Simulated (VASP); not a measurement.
Write the native input for VASP 6.6.1 that does the following.

| Quantity | Value |
| --- | --- |
| Task | single point |
| Functional | PBEsol |
| Potentials or basis | VASP PAW PBE potentials, release 64 (In_d, P) |
| Cutoff | 520 eV |
| k mesh | 6 × 6 × 6 |
| Occupations | gaussian, width 0.15 eV |
| Spin | no spin polarisation |
| Dipole correction | no |
| Further INCAR settings | ALGO = Normal; EDIFF = 1e-06; NBANDS = 38 |

The structure of InP3 lies in POSCAR:

```
InP3
1.0
    3.8635862510      2.2306425620      3.2793762812
   -3.8635862510      2.2306425620      3.2793762812
    0.0000000000     -4.4612851241      3.2793762812
In P
2 6
Direct
    0.2732789115      0.2732789115      0.2732789115
    0.7267210885      0.7267210885      0.7267210885
    0.7947108827      0.2411926280      0.7947108827
    0.7947108827      0.7947108827      0.2411926280
    0.2411926280      0.7947108827      0.7947108827
    0.2052891173      0.7588073720      0.2052891173
    0.7588073720      0.2052891173      0.2052891173
    0.2052891173      0.2052891173      0.7588073720
```

This cell differs from its parent crystal: strain +0.040 along x and y, +0.000 along z.

One way to write it, as run:

INCAR

```
ALGO = Normal
EDIFF = 1E-6
ENCUT = 520
GGA = PS
ISIF = 2
ISMEAR = 0
LASPH = True
LCHARG = False
LREAL = False
LWAVE = False
NBANDS = 38
NELM = 100
PREC = Accurate
SIGMA = 0.15
```

KPOINTS

```
k-points
0
Gamma
  6 6 6
```

Potentials or basis: VASP PAW PBE potentials, release 64 (In_d, P).

Run with:

```bash
$ cat potpaw_PBE.64/In_d/POTCAR potpaw_PBE.64/P/POTCAR > POTCAR
$ mpirun -np 1 vasp_std > vasp.out
```

It gave:

```json
{
  "Pressure": "-6.2 GPa",
  "Largest force": "0.584 eV/Å",
  "Band gap on the k mesh": "zero (bands 28 and 29 overlap by 0.71 eV)"
}
```

Caveat: the cell differs from its parent crystal (strain +0.040 along x and y, +0.000 along z); the cell stands under tension; semilocal functionals underestimate gaps, so a narrow gap can read as zero; the PAW data sets were made with another functional, which shifts forces and pressure a little; spin-orbit coupling is left out, which moves the levels of the heavy elements.

Run time: 110 s on 1 thread of AMD EPYC 9R45 96-Core Processor (Zen 5), with other jobs on the host, peak memory 0.33 GiB.
